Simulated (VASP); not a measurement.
A run of VASP 6.6.1:

File INCAR:

```
SYSTEM = Mg2O
PREC     = Accurate       ! precision mode
ENCUT    = 520            ! plane-wave cutoff, eV
EDIFF    = 1E-6           ! SCF threshold, eV
ISMEAR   = 0              ! smearing method
SIGMA    = 0.1            ! smearing width, eV
LREAL    = .FALSE.        ! projectors in reciprocal space
LASPH    = .TRUE.         ! aspherical terms in the spheres
NELM     = 150            ! most SCF steps
ALGO     = Normal         ! electronic algorithm
ISIF     = 2              ! what is computed and relaxed
LWAVE    = .FALSE.        ! write WAVECAR
LCHARG   = .FALSE.        ! write CHGCAR
ISPIN    = 2              ! spin polarisation
MAGMOM   = 0 0 0 0 1 1    ! initial moments
LORBIT   = 11             ! projections on sites
GGA      = PE             ! functional
NBANDS   = 23             ! bands
```

The input KPOINTS:

```
Automatic mesh
0
G
  4 4 6
  0 0 0
```

File POSCAR:

```
Mg2O
1.0
    5.2901358324      0.0000000000      0.0000000000
    0.0000000000      5.2901358324      0.0000000000
    0.0000000000      0.0000000000      3.4073817867
Mg O
4 2
Direct
    0.3060000000      0.3060000000      0.0000000000
    0.1940000000      0.8060000000      0.5000000000
    0.6940000000      0.6940000000      0.0000000000
    0.8060000000      0.1940000000      0.5000000000
    0.0000000000      0.0000000000      0.0000000000
    0.5000000000      0.5000000000      0.5000000000
```

Potentials or basis: VASP PAW PBE potentials, release 64 (Mg, O).

Command:

```console
$ cat potpaw_PBE.64/Mg/POTCAR potpaw_PBE.64/O/POTCAR > POTCAR
$ mpirun -np 1 vasp_std > vasp.out
```

Hardware: 1 thread of Intel(R) Xeon(R) Platinum 8488C (Sapphire Rapids), with other jobs on the host.

Question: Estimate the wall time of this run.

Answer: Wall time 79 s on 1 thread of Intel(R) Xeon(R) Platinum 8488C (Sapphire Rapids) (shared host), peak memory 0.26 GiB. Counts: scf iterations 14, k points 24.
